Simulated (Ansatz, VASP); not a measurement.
This is a calculation of Ge3Pd for Ansatz 0.2.0.

File input.yaml:

```yaml
crystal:
  lattice:
    - [4.1965295533, 0.0, 0.0]
    - [0.0, 4.1965295533, 0.0]
    - [0.0, 0.0, 4.1965295533]
  atoms:
    - { symbol: Pd, position: [0.0, 0.0, 0.0] }
    - { symbol: Ge, position: [0.5, 0.5, 0.0] }
    - { symbol: Ge, position: [0.5, 0.0, 0.5] }
    - { symbol: Ge, position: [0.0, 0.5, 0.5] }
kpoints:
  mp_grid: { grid: [7, 7, 7] }
scf:
  occupations: { method: fermi_dirac, width: 0.05 }
hamiltonian:
  xc: lda
  pseudopotentials: { kind: all_electron, lapw: { basis_error: 0.002 } }
output:
  forces: true
  stress: true
  eigenvalues: true
```

Potentials or basis: all-electron LAPW, scalar-relativistic.

Launch:

```console
$ ansatz run input.yaml --threads 2 --pin off --max-ram 8192MiB --backend cpu --events-out ev --progress --plain --runs-dir out
```

**Question.** Set up the same calculation for VASP 6.6.1. Potentials there: VASP PAW LDA potentials, release 64 (Pd, Ge_d).

**Answer.** As run (the cutoff follows the program's own potentials):

The input INCAR:

```
PREC = Accurate ; ENCUT = 520
EDIFF = 1E-6 ; ISMEAR = -1
SIGMA = 0.05 ; LREAL = False
LASPH = True ; NELM = 100
ALGO = Normal ; ISIF = 2
LWAVE = False ; LCHARG = False
NBANDS = 34
```

The input KPOINTS:

```
Automatic mesh
0
Gamma
  7 7 7
```

POSCAR

```
Ge3Pd
1.0
    4.1965295533      0.0000000000      0.0000000000
    0.0000000000      4.1965295533      0.0000000000
    0.0000000000      0.0000000000      4.1965295533
Pd Ge
1 3
Direct
    0.0000000000      0.0000000000      0.0000000000
    0.5000000000      0.5000000000      0.0000000000
    0.5000000000      0.0000000000      0.5000000000
    0.0000000000      0.5000000000      0.5000000000
```

Potentials or basis: VASP PAW LDA potentials, release 64 (Pd, Ge_d).

Run with:

```sh
$ cat potpaw_LDA.64/Pd/POTCAR potpaw_LDA.64/Ge_d/POTCAR > POTCAR
$ mpirun -np 1 vasp_std > vasp.out
```

Both were run:

|  | VASP | Ansatz | Ansatz less VASP |
| --- | --- | --- | --- |
| gap on the k mesh at the Fermi level (eV) | none | none | - |
| pressure (GPa) | -9.4 | -9.5 | -0.10 |

LDA's correlation is that of Perdew and Zunger in VASP and of Perdew and Wang (1992) in Ansatz. A gap of «none» marks a metal or a gap that the smearing closes. Ansatz ran all-electron here, and VASP with PAW potentials.
